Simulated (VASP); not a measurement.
Input of a VASP 6.6.1 run:

File INCAR:

```
ALGO = Normal
EDIFF = 1E-7
EDIFFG = -0.01
ENCUT = 500
GGA = PE
GGA_COMPAT = False
IBRION = 2
ISIF = 3
ISMEAR = -1
LASPH = True
LCHARG = False
LREAL = False
LWAVE = False
NELM = 120
NELMIN = 4
NSW = 80
PREC = Accurate
PSTRESS = 600.0
SIGMA = 0.05
```

Contents of KPOINTS:

```
k-points
0
Gamma
  6 6 6
```

Contents of POSCAR:

```
Ti
1.0
    0.0000000000      2.8400000000      2.8400000000
    2.8400000000      0.0000000000      2.8400000000
    2.8400000000      2.8400000000      0.0000000000
Ti
2
Direct
    1.0000000000      1.0000000000      1.0000000000
    0.2500000000      0.2500000000      0.2500000000
```

Potentials or basis: VASP PAW PBE potentials, release 64 (Ti_sv).

Launch:

```sh
$ cat potpaw_PBE.64/Ti_sv/POTCAR > POTCAR
$ mpirun -np 1 vasp_std > vasp.out
```

**Question.** Predict the space group after relaxing (to 0.1 Å).

**Answer.** Fd-3m (No. 227).

**Question.** What does it give for the band gap on the k mesh?

**Answer.** Zero (bands 12 and 13 overlap by 1.95 eV).

**Question.** Estimate the relaxed volume.

**Answer.** 12.87 Å³/atom.

Final structure:
```xyz
2
Lattice="0.0000 2.3434 2.3434 2.3434 0.0000 2.3434 2.3434 2.3434 0.0000" Properties=species:S:1:pos:R:3 pbc="T T T"
Ti    0.0000    0.0000    0.0000
Ti    1.1717    1.1717    1.1717
```

Caveat: the cell is relaxed towards a set pressure, so the run minimises the enthalpy, not the energy; the volume moved by over 15 % at a fixed basis, so the end points are rough; atoms lie so close that the PAW spheres overlap strongly, which falsifies energies and pressures.
